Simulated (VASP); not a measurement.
# Sc2Ta3O (P6/mmm) in VASP: further runs

Runs on Sc2Ta3O. Level: PBE. Tasks: single point, relaxation of cell and atoms.

Everything below comes from runs of VASP 6.6.1. Logs are shortened: lines on timing, memory, paths and dates and some standing lists are left out, and cuts for length are marked.

### Step 1. The cell of the first run

Symmetry: P6/mmm, No. 191, hexagonal system. Conventional cell: a = 5.247 Å, b = 5.247 Å, c = 5.426 Å, α = 90.00°, β = 90.00°, γ = 120.00°. Within 4.0 Å of Sc (site symmetry -6m2) lie 3 Sc at 3.03 Å and 3 O at 3.03 Å and 6 Ta at 3.11 Å. Ta (site symmetry mmm) has 4 Ta at 2.62 Å and 4 Sc at 3.11 Å within 3.5 Å. Within 4.0 Å of O (site symmetry 6/mmm) lie 6 Sc at 3.03 Å and 12 Ta at 3.77 Å.

The cell was generated, and may not be a known phase.

### Step 2. Single point, PBE

Input file INCAR:

```
  ALGO = Normal
  EDIFF = 1E-7
  ENCUT = 520
  GGA = PE
  ISIF = 2
  ISMEAR = 0
  LASPH = T
  LCHARG = F
  LREAL = F
  LWAVE = F
  NBANDS = 40
  NELM = 100
  PREC = Accurate
  SIGMA = 0.1
```

Input file KPOINTS:

```
k-points
0
Gamma
  6 6 4
```

Input file POSCAR:

```
Sc2Ta3O
1.0
    5.2471455837      0.0000000000      0.0000000000
   -2.6235727918      4.5441613728      0.0000000000
    0.0000000000      0.0000000000      5.4262218862
Sc Ta O
2 3 1
Direct
    0.6666666667      0.3333333333      0.0000000000
    0.3333333333      0.6666666667      0.0000000000
    0.5000000000      0.5000000000      0.5000000000
    0.5000000000      0.0000000000      0.5000000000
    0.0000000000      0.5000000000      0.5000000000
    0.0000000000      0.0000000000      0.0000000000
```

Potentials or basis: VASP PAW PBE potentials, release 64 (Sc_sv, Ta_pv, O).

Run with:

```
cat potpaw_PBE.64/Sc_sv/POTCAR potpaw_PBE.64/Ta_pv/POTCAR potpaw_PBE.64/O/POTCAR > POTCAR
mpirun -np 1 vasp_std > vasp.out
```

OUTCAR:

```text
EDIFF = 1E-7
   ENCUT = 520
   GGA = PE
   ISIF = 2
   ISMEAR = 0
   LASPH = T
   LREAL = F
   NELM = 100
   PREC = Accurate

 ion  position               nearest neighbor table
   1  0.667  0.333  0.000-   2 3.03   2 3.03   2 3.03   4 3.11   4 3.11   5 3.11   5 3.11   3 3.11
                             3 3.11
   2  0.333  0.667  0.000-   1 3.03   1 3.03   1 3.03   4 3.11   4 3.11   5 3.11   5 3.11   3 3.11
                             3 3.11
   3  0.500  0.500  0.500-   4 2.62   4 2.62   5 2.62   5 2.62   1 3.11   2 3.11   1 3.11   2 3.11

   4  0.500  0.000  0.500-   3 2.62   3 2.62   5 2.62   5 2.62   1 3.11   2 3.11   1 3.11   2 3.11

   5  0.000  0.500  0.500-   4 2.62   4 2.62   3 2.62   3 2.62   1 3.11   2 3.11   1 3.11   2 3.11

   6  0.000  0.000  0.000-

  LATTYP: Found a hexagonal cell.
 ALAT       =     5.2471455837
 C/A-ratio  =     1.0341283274

  Lattice vectors:

 A1 = (   5.2471455837,   0.0000000000,   0.0000000000)
 A2 = (  -2.6235727918,   4.5441613728,   0.0000000000)
 A3 = (   0.0000000000,   0.0000000000,   5.4262218862)

Analysis of symmetry for initial positions (statically):
=====================================================================
 Subroutine PRICEL returns:
 Original cell was already a primitive cell.

 Routine SETGRP: Setting up the symmetry group for a
 hexagonal supercell.

 Subroutine GETGRP returns: Found 24 space group operations
 (whereof 24 operations were pure point group operations)
 out of a pool of 24 trial point group operations.

The static configuration has the point symmetry D_6h.

Analysis of symmetry for dynamics (positions and initial velocities):
=====================================================================
 Subroutine PRICEL returns:
 Original cell was already a primitive cell.

 Routine SETGRP: Setting up the symmetry group for a
 hexagonal supercell.

 Subroutine GETGRP returns: Found 24 space group operations
 (whereof 24 operations were pure point group operations)
 out of a pool of 24 trial point group operations.

The dynamic configuration has the point symmetry D_6h.

 Subroutine INISYM returns: Found 24 space group operations
 (whereof 24 operations are pure point group operations),
 and found     1 'primitive' translations

[... 98 lines left out ...]
   EDIFF  = 0.1E-06   stopping-criterion for ELM
   LREAL  =      F    real-space projection
   EDIFFG = 0.1E-05   stopping-criterion for IOM
   NSW    =      0    number of steps for IOM
   IBRION =     -1    ionic relax: 0-MD 1-quasi-New 2-CG
   NFREE  =      0    steps in history (QN), initial steepest desc. (CG)
   ISIF   =      2    stress and relaxation
   ISYM   =      2    0-nonsym 1-usesym 2-fastsym
   POTIM  = 0.5000    time-step for ionic-motion
   TEBEG  =    0.0;   TEEND  =   0.0 temperature during run
   PSTRESS=    0.0 pullay stress
   NELECT =      61.0000    total number of electrons
   NUPDOWN=      -1.0000    fix difference up-down
   EMIN   =  10.00;   EMAX   =-10.00  energy-range for DOS
   EFERMI =   0.00;   METHOD = LEGACY
   ISMEAR =     0;   SIGMA  =   0.10  broadening in eV -4-tet -1-fermi 0-gaus
   EFERMI_NEDOS =   21; number of points for ismear=-14 and -15
   IALGO  =     38    algorithm
   IMIX   =      4    mixing-type and parameters
     AMIX     =   0.40;   BMIX     =  1.00
     AMIX_MAG =   1.60;   BMIX_MAG =  1.00
  volume/ion in A,a.u.               =      21.56       145.52
  Fermi-wavevector in a.u.,A,eV,Ry     =   1.274168  2.407828 22.089109  1.623504
  Thomas-Fermi vector in A             =   2.406951
   LORBIT       =      0    0 simple, 1 ext, 2 COOP (PROOUT), +10 PAW based schemes
   GGA     = PE    functional components
   LHFCALC =     F    Hartree Fock is set to
   AEXX    =    0.0000 exact exchange contribution
   IVDW    =     0    specifies the selected vdW correction
   LEPSILON=     F    determine dielectric tensor
   LRPA    =     F    only Hartree local field effects (RPA)
 non-spin polarized calculation
 Gauss-broadening in eV      SIGMA  =   0.10
  energy-cutoff  :      520.00
  volume of cell :      129.38
 maximum number of plane-waves:      3512
 NGX is ok and might be reduce to    40
   NGX = 19   NGY = 19   NGZ = 21

 number of electron      60.9999990 magnetization

 Free energy of the ion-electron system (eV)
  ---------------------------------------------------
  ext. energy  EPLUGINS =         0.00000000
  ---------------------------------------------------
  free energy    TOTEN  =       -47.23298570 eV

  energy without entropy =      -47.20575009  energy(sigma->0) =      -47.21936789

 E-fermi :   3.1669     XC(G=0): -10.4519

 val. band max:        3.1666415839   @ k =   0.3333   0.3333   0.0000
 cond. band min:       3.1760178289   @ k =   0.3333   0.1667   0.0000
 fundamental gap:      0.0093762450
 Fermi energy:         3.1669327227

 k-point     1 :       0.0000    0.0000    0.0000
  band No.  band energies     occupation
      1     -46.4523      2.00000
      2     -46.3810      2.00000
      3     -31.9183      2.00000
      4     -31.1951      2.00000
      5     -31.1951      2.00000
      6     -30.7053      2.00000
[... 892 lines left out ...]
     39       5.5257      0.00000
     40       5.5257      0.00000

------------------------ aborting loop because EDIFF is reached ----------------------------------------

  FORCE on cell =-STRESS in cart. coord.  units (eV):
  Direction    XX          YY          ZZ          XY          YZ          ZX
  --------------------------------------------------------------------------------------
  -------------------------------------------------------------------------------------
  Total        0.0152550      0.0152550     -0.1297728      0.0000000     -0.0000000      0.0000000
  in kB        0.1889069      0.1889069     -1.6070149      0.0000000     -0.0000000      0.0000000
  external PRESSURE =      -0.4097337 kB  Pullay stress =       0.0000000 kB

 VOLUME and BASIS-vectors are now :
 -----------------------------------------------------------------------------
  energy-cutoff  :      520.00
  volume of cell :      129.38
      direct lattice vectors                 reciprocal lattice vectors
     5.247145584  0.000000000  0.000000000     0.190579808  0.110031304  0.000000000
    -2.623572792  4.544161373  0.000000000     0.000000000  0.220062607  0.000000000
     0.000000000  0.000000000  5.426221886     0.000000000  0.000000000  0.184290289

 POSITION                                       TOTAL-FORCE (eV/Angst)
 -----------------------------------------------------------------------------------
      2.62357      1.51472      0.00000         0.000000      0.000000      0.000000
     -0.00000      3.02944      0.00000        -0.000000      0.000000      0.000000
      1.31179      2.27208      2.71311         0.000000      0.000000      0.000000
      2.62357      0.00000      2.71311         0.000000      0.000000      0.000000
     -1.31179      2.27208      2.71311         0.000000      0.000000      0.000000
      0.00000      0.00000      0.00000         0.000000      0.000000      0.000000
 -----------------------------------------------------------------------------------
    total drift:                                0.000000     -0.000000      0.000000

  FREE ENERGIE OF THE ION-ELECTRON SYSTEM (eV)
  ---------------------------------------------------
  free  energy   TOTEN  =       -47.2329856980 eV

  energy  without entropy=      -47.2057500885  energy(sigma->0) =      -47.21936789
```

stdout:

```text
POSCAR found type information on POSCAR ScTaO
 POSCAR found :  3 types and       6 ions
 scaLAPACK will be used
 LDA part: xc-table for (Slater+PW92), standard interpolation
 POSCAR, INCAR and KPOINTS ok, starting setup
 FFT: planning ... GRIDC
 FFT: planning ... GRID_SOFT
 FFT: planning ... GRID
 WAVECAR not read
 entering main loop
```

It took 2.7 min on 1 thread of Intel Xeon Platinum 8488C (Sapphire Rapids), shared host; peak memory 0.29 GiB.

Results:

- Free energy: -47.2330 eV
- Pressure: 0.0 GPa
- Band gap on the k mesh: zero (an odd number of electrons rules out a gap without spin polarisation)

Stress tensor (GPa, compression positive):
```
 0.02  0.00  0.00
 0.00  0.02  0.00
 0.00  0.00 -0.16
```

Caveat: spin-orbit coupling is left out, which moves the levels of the heavy elements; an odd number of electrons without spin polarisation forces a metal; a magnetic or distorted state may lie lower.

### Step 3. Single point, PBE

This run uses another cell than the first one, of 16.80 Å³/atom.

Input file INCAR:

```
PREC = Accurate
ENCUT = 520
EDIFF = 1E-6
ISMEAR = 0
SIGMA = 0.1
LREAL = F
LASPH = T
NELM = 100
ALGO = Normal
ISIF = 2
LWAVE = F
LCHARG = F
GGA = PE
NBANDS = 40
```

Input file KPOINTS:

```
Automatic mesh
0
Gamma
  6 6 4
```

Input file POSCAR:

```
Sc2Ta3O
1.0
    5.3508729400      0.0000000000      0.0000000000
   -2.6754364700      4.6339919000      0.0000000000
    0.0000000000      0.0000000000      4.0645911200
Sc Ta O
2 3 1
Direct
    0.6666666700      0.3333333300      0.0000000000
    0.3333333300      0.6666666700      0.0000000000
    0.5000000000      0.5000000000      0.5000000000
    0.5000000000      0.0000000000      0.5000000000
    0.0000000000      0.5000000000      0.5000000000
    0.0000000000      0.0000000000      0.0000000000
```

Potentials or basis: VASP PAW PBE potentials, release 64 (Sc_sv, Ta_pv, O).

Run with:

```
cat potpaw_PBE.64/Sc_sv/POTCAR potpaw_PBE.64/Ta_pv/POTCAR potpaw_PBE.64/O/POTCAR > POTCAR
mpirun -np 1 vasp_std > vasp.out
```

It took 2.4 min on 1 thread of Intel Xeon Platinum 8488C (Sapphire Rapids), shared host; peak memory 0.25 GiB.

The run converged. Its results:

- Free energy: -42.1655 eV
- Pressure: 34.6 GPa
- Band gap on the k mesh: zero (an odd number of electrons rules out a gap without spin polarisation)

Stress tensor (GPa, compression positive):
```
22.46  0.00  0.00
 0.00 22.46  0.00
 0.00  0.00 58.76
```

Levels at points of the mesh, in eV from the Fermi level:
```tsv
k point	band 29	band 30	band 31	band 32	band 33	band 34
(0.00, 0.00, 0.00)	-1.35	-1.24	-1.24	1.37	2.08	2.08
(0.50, 0.00, 0.00)	-0.66	-0.59	-0.53	-0.27	0.30	0.79
(0.00, 0.00, 0.50)	0.00	0.15	0.15	1.18	1.94	1.94
(0.50, 0.00, 0.50)	-0.08	0.14	0.24	0.48	0.53	0.79
```

Caveat: the k points lie up to 0.39 Å⁻¹ apart, too coarse for converged energies and pressures of a metal; spin-orbit coupling is left out, which moves the levels of the heavy elements; an odd number of electrons without spin polarisation forces a metal; a magnetic or distorted state may lie lower.

### Step 4. Relaxation of cell and atoms, PBE

This run uses another cell than the first one, of 16.80 Å³/atom.

Input file INCAR:

```
PREC = Accurate ; ENCUT = 600
EDIFF = 1E-6 ; ISMEAR = 0
SIGMA = 0.1 ; LREAL = F
LASPH = T ; NELM = 80
ALGO = Normal ; ISIF = 3
LWAVE = F ; LCHARG = F
GGA = PE ; IBRION = 2
NSW = 90 ; EDIFFG = -0.04
```

KPOINTS is that of step 3.

POSCAR is that of step 3.

Run with:

```
cat potpaw_PBE.64/Sc_sv/POTCAR potpaw_PBE.64/Ta_pv/POTCAR potpaw_PBE.64/O/POTCAR > POTCAR
mpirun -np 1 vasp_std > vasp.out
```

It took 13 min on 1 thread of Intel Xeon Platinum 8488C (Sapphire Rapids), shared host; peak memory 0.33 GiB.

The run converged. Its results:

- Free energy: -47.1701 eV
- Relaxed volume: 21.45 Å³/atom
- Relaxed cell: a = 5.261 Å, b = 5.261 Å, c = 5.370 Å, α = 90.00°, β = 90.00°, γ = 120.00°
- Space group after relaxing (to 0.1 Å): P6/mmm (No. 191)
- Energy gained by relaxing: 833.7 meV/atom
- Ionic steps: 10
- Pressure after relaxing: -0.1 GPa
- Band gap on the k mesh: zero (an odd number of electrons rules out a gap without spin polarisation)

Stress tensor (GPa, compression positive):
```
-0.20  0.00  0.00
 0.00 -0.20  0.00
 0.00  0.00  0.16
```

Step by step:
```
step  energy change (eV)  largest force (eV/Å)  pressure (GPa)  volume (Å³)
   1              0.0000                0.0000           34.58       100.79
   2             -2.8284                0.0000          -12.77       162.18
   3             -3.8307                0.0000           -3.16       136.26
   4             -3.8295                0.0000           -3.76       137.34
   5             -4.7519                0.0000           -2.42       132.84
   6             -4.9999                0.0000           -0.48       129.29
   7             -5.0023                0.0000           -0.16       128.85
   8             -5.0020                0.0000           -0.30       129.05
   9             -5.0020                0.0000            0.17       128.37
  10             -5.0022                0.0000           -0.08       128.71
```

Final structure:
```
Sc Ta O
1.0
     5.26064    0.00000    0.00000
    -2.63032    4.55585    0.00000
     0.00000    0.00000    5.37045
Sc Ta O
2 3 1
Direct
  0.66667 0.33333 0.00000
  0.33333 0.66667 0.00000
  0.50000 0.50000 0.50000
  0.50000 0.00000 0.50000
  0.00000 0.50000 0.50000
  0.00000 0.00000 0.00000
```

Levels at points of the mesh, in eV from the Fermi level:
```csv
k point,band 27,band 28,band 29,band 30,band 31,band 32,band 33,band 34,band 35,band 36
"(0.00, 0.00, 0.00)",-1.80,-0.88,-0.88,-0.27,-0.27,0.78,0.78,0.90,1.05,1.71
"(0.50, 0.00, 0.00)",-0.52,-0.37,-0.35,-0.34,-0.15,0.09,0.72,0.79,0.89,1.01
"(0.00, 0.00, 0.50)",-1.04,-0.54,-0.54,-0.42,0.03,0.03,0.95,1.01,1.01,1.94
"(0.50, 0.00, 0.50)",-0.90,-0.89,-0.83,0.29,0.32,0.43,0.65,0.72,0.74,1.00
```

Caveat: the k points lie up to 0.29 Å⁻¹ apart in the final cell, too coarse for converged energies and pressures of a metal; the volume moved by over 15 % at a fixed basis, so the end points are rough; spin-orbit coupling is left out, which moves the levels of the heavy elements; an odd number of electrons without spin polarisation forces a metal; a magnetic or distorted state may lie lower.

### Step 5. Single point, PBE

This run uses another cell than the first one, of 21.62 Å³/atom.

Input file INCAR:

```
SYSTEM = Sc2Ta3O
  PREC = Accurate
  ENCUT = 520
  EDIFF = 1E-6
  ISMEAR = 0
  SIGMA = 0.1
  LREAL = .False.
  LASPH = .True.
  NELM = 80
  ALGO = Normal
  ISIF = 2
  LWAVE = .False.
  LCHARG = .False.
  GGA = PE
  NBANDS = 40
```

Input file KPOINTS:

```
regular mesh
0
Gamma
  12 12 8
  0 0 0
```

Input file POSCAR:

```
Sc2Ta3O
1.0
    5.2524763806      0.0000000000      0.0000000000
   -2.6262381903      4.5487779784      0.0000000000
    0.0000000000      0.0000000000      5.4284782282
Sc Ta O
2 3 1
Direct
    0.6666666667      0.3333333333      0.0000000000
    0.3333333333      0.6666666667      0.0000000000
    0.5000000000      0.5000000000      0.5000000000
    0.5000000000      0.0000000000      0.5000000000
    0.0000000000      0.5000000000      0.5000000000
    0.0000000000      0.0000000000      0.0000000000
```

Run with:

```
cat potpaw_PBE.64/Sc_sv/POTCAR potpaw_PBE.64/Ta_pv/POTCAR potpaw_PBE.64/O/POTCAR > POTCAR
mpirun -np 1 vasp_std > vasp.out
```

Wall time 6.2 min (1 thread of Intel Xeon Platinum 8488C (Sapphire Rapids), shared host); peak memory 0.54 GiB.

It converged, with:

```
Free energy            : -47.2019 eV
Pressure               : 0.1 GPa
Band gap on the k mesh : zero (an odd number of electrons rules out a gap without spin polarisation)
```

Stress tensor (GPa, compression positive):
```
0.14 0.00 0.00
0.00 0.14 0.00
0.00 0.00 0.03
```

Levels at points of the mesh, in eV from the Fermi level:
| k point | band 29 | band 30 | band 31 | band 32 | band 33 | band 34 |
| --- | --- | --- | --- | --- | --- | --- |
| (0.00, 0.00, 0.00) | -0.84 | -0.20 | -0.20 | 0.79 | 0.79 | 0.95 |
| (0.50, 0.00, 0.00) | -0.32 | -0.31 | -0.08 | 0.12 | 0.73 | 0.80 |
| (0.00, 0.00, 0.50) | -0.50 | -0.40 | 0.04 | 0.04 | 0.95 | 1.01 |
| (0.50, 0.00, 0.50) | -0.81 | 0.30 | 0.34 | 0.43 | 0.67 | 0.73 |

Caveat: spin-orbit coupling is left out, which moves the levels of the heavy elements; an odd number of electrons without spin polarisation forces a metal; a magnetic or distorted state may lie lower.

(Part 1 of 2 ends here.)
